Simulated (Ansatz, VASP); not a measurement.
One calculation of CdSe4, two programs

```xyz
10
Lattice="5.5245 -0.0099 -0.0118 0.0227 6.5969 -0.0150 0.0384 2.6716 8.5106" Properties=species:S:1:pos:R:3 pbc="T T T"
Cd    3.2797    1.5297    4.5675
Cd    0.5518    9.0693    8.1804
Se    2.3627    6.8126    7.8356
Se    2.9661    2.4784    1.0202
Se    0.8296    1.5935    1.5215
Se    4.5228    7.2398    6.9292
Se    5.1023    3.7787    4.8967
Se    0.2207    5.4424    3.2064
Se    3.6107    6.3331    2.7116
Se    1.7384    3.3564    5.8112
```

Change from the starting cell: the structure that the rattled cell fell into.

Alike in both runs: functional PBE; k mesh 6 × 4 × 4; occupations gaussian, width 0.02 eV; no spin polarisation.

Ansatz relaxed the structure, and its values are those at the end. VASP's run is a single point on that final structure, the one shown.

|  | VASP | Ansatz |
| --- | --- | --- |
| version | VASP 6.6.1 | Ansatz 0.2.0 |
| potentials or method | VASP PAW PBE potentials, release 64 (Cd, Se), cutoff 520 eV | scalar-relativistic, plane waves, PAW |
| valence electrons in the cell | 72 | 168 |

VASP gave:

- gap on the k mesh at the Fermi level (eV): 0.66
- least direct gap on the mesh (eV): 0.77
- pressure (GPa): 0.2
- rms of the force components (eV/Å): 0.016

**Question.** Which values does Ansatz return?

**Answer.** gap on the k mesh at the Fermi level (eV): 0.67; least direct gap on the mesh (eV): 0.77; pressure (GPa): 0.0; rms of the force components (eV/Å): 0.002.

The functional is the same, so the differences come from potentials, cutoffs and numerics. VASP's potentials hold 72 valence electrons a cell and Ansatz's 168, so a difference there can come from the potentials and not from the codes.
